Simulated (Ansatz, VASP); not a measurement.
Sb3Au: VASP beside Ansatz

INCAR

```
SYSTEM = Sb3Au
  ALGO = Normal
  EDIFF = 1E-8
  ENCUT = 520
  ISIF = 2
  ISMEAR = -1
  LASPH = .TRUE.
  LCHARG = .FALSE.
  LEFG = .TRUE.
  LREAL = .FALSE.
  LWAVE = .FALSE.
  NBANDS = 21
  NELM = 60
  PREC = Accurate
  SIGMA = 0.05
```

KPOINTS

```
k-points
0
G
  10 10 10
  0 0 0
```

Contents of POSCAR:

```
Sb3Au
1.0
   -3.0800045876      3.0800045876      3.0800045876
    3.0800045876     -3.0800045876      3.0800045876
    3.0800045876      3.0800045876     -3.0800045876
Sb Au
3 1
Direct
    0.0000000000      0.5000000000      0.5000000000
    0.5000000000      0.0000000000      0.5000000000
    0.5000000000      0.5000000000      0.0000000000
    0.0000000000      0.0000000000      0.0000000000
```

Input for Ansatz:

```yaml
crystal:
  lattice:
    - [-3.0800045876, 3.0800045876, 3.0800045876]
    - [3.0800045876, -3.0800045876, 3.0800045876]
    - [3.0800045876, 3.0800045876, -3.0800045876]
  atoms:
    - { symbol: Sb, position: [0.0, 0.5, 0.5] }
    - { symbol: Sb, position: [0.5, 0.0, 0.5] }
    - { symbol: Sb, position: [0.5, 0.5, 0.0] }
    - { symbol: Au, position: [0.0, 0.0, 0.0] }
kpoints:
  mp_grid: { grid: [10, 10, 10] }
scf:
  occupations: { method: fermi_dirac, width: 0.05 }
hamiltonian:
  xc: lda
  pseudopotentials: { kind: paw }
output:
  forces: true
  stress: true
  eigenvalues: true
  efg: { contact_densities: true }
```

Change from the starting cell: volume scaled by 1.04, PAW files.

Alike in both runs: task electric field gradients; functional LDA; k mesh 10 × 10 × 10; occupations fermi-dirac, width 0.05 eV; no spin polarisation.

|  | VASP | Ansatz |
| --- | --- | --- |
| version | VASP 6.6.1 | Ansatz 0.2.0 |
| potentials or method | VASP PAW LDA potentials, release 64 (Sb, Au) | PAW with Ansatz's default frozen-core files, scalar-relativistic |
| plane-wave cutoff (eV) | 520 | 420 |
| valence electrons in the cell | 26 | 64 |

VASP gave:

```
pressure (GPa)                                       : -9.2
size of Vzz on the site where it differs most (V/Å²) : 4.6
```

Question: Which values does Ansatz return?

Answer: Pressure (GPa): -9.3; size of Vzz on the site where it differs most (V/Å²): 11.6.

LDA's correlation is that of Perdew and Zunger in VASP and of Perdew and Wang (1992) in Ansatz. VASP's potentials hold 26 valence electrons a cell and Ansatz's 64, so a difference there can come from the potentials and not from the codes.

Neither program's run includes spin-orbit coupling.
